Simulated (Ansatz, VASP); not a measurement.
Two plane-wave programs on WSe2

File INCAR:

```
SYSTEM = WSe2
PREC = Accurate
ENCUT = 520
EDIFF = 1E-6
ISMEAR = 0
SIGMA = 0.05
LREAL = .FALSE.
LASPH = .TRUE.
NELM = 100
ALGO = Normal
ISIF = 2
LWAVE = .FALSE.
LCHARG = .TRUE.
GGA = PS
LELF = .TRUE.
LVHAR = .TRUE.
NBANDS = 35
```

The input KPOINTS:

```
regular mesh
0
G
  9 9 2
  0 0 0
```

Contents of POSCAR:

```
WSe2
1.0
    3.2705808386      0.0000000000      0.0000000000
   -1.6352904193      2.8324060913      0.0000000000
    0.0000000000      0.0000000000     23.9869951139
W Se
2 4
Direct
    0.6510434308      0.3333333333      0.1376221416
    0.3333177133      0.6666666667      0.8623778584
    0.3516786986      0.6666666667      0.2073407565
    0.6666691145      0.3333333333      0.9321940382
    0.3513758424      0.6666666667      0.0678059618
    0.6666827122      0.3333333333      0.7926592435
```

Input for Ansatz:

```yaml
crystal:
  lattice:
    - [3.2705808386, 0.0, 0.0]
    - [-1.6352904193, 2.8324060913, 0.0]
    - [0.0, 0.0, 23.9869951139]
  atoms:
    - { symbol: W, position: [0.6510434308, 0.3333333333, 0.1376221416] }
    - { symbol: W, position: [0.3333177133, 0.6666666667, 0.8623778584] }
    - { symbol: Se, position: [0.3516786986, 0.6666666667, 0.2073407565] }
    - { symbol: Se, position: [0.6666691145, 0.3333333333, 0.9321940382] }
    - { symbol: Se, position: [0.3513758424, 0.6666666667, 0.0678059618] }
    - { symbol: Se, position: [0.6666827122, 0.3333333333, 0.7926592435] }
basis:
  ecutwfc: 420
kpoints:
  mp_grid: { grid: [9, 9, 2] }
hamiltonian:
  xc: pbesol
  pseudopotentials: { kind: paw, azcp: { folder: soft_1 } }
scf:
  occupations: { method: gaussian, width: 0.05 }
output:
  forces: true
  stress: true
  eigenvalues: true
```

Change from the starting cell: mode 4 frozen in at +0.000 Å and mode 11 at -0.060 Å (largest displacements).

Alike in both runs: task single point; functional PBEsol; k mesh 9 × 9 × 2; occupations gaussian, width 0.05 eV; no spin polarisation.

```csv
,VASP,Ansatz
version,VASP 6.6.1,Ansatz 0.2.0
potentials or method,"VASP PAW PBE potentials, release 64 (W_sv, Se), cutoff 520 eV","scalar-relativistic, plane waves, PAW"
valence electrons in the cell,52,92
```

```tsv
	VASP	Ansatz	Ansatz less VASP
gap on the k mesh at the Fermi level (eV)	1.43	1.43	-0.001
least direct gap on the mesh (eV)	1.63	1.63	+0.004
rms of the force components (eV/Å)	0.607	0.602	-0.0050
```

VASP's potentials were made for PBE, not for PBEsol, and Ansatz warns of the same on its side. Atom by atom the forces differ by 0.029 eV/Å (rms over components). With one functional, cell and mesh, what is left measures potentials, basis and numerics. VASP's potentials hold 52 valence electrons a cell and Ansatz's 92, so a difference there can come from the potentials and not from the codes.

Spin-orbit coupling is off throughout.
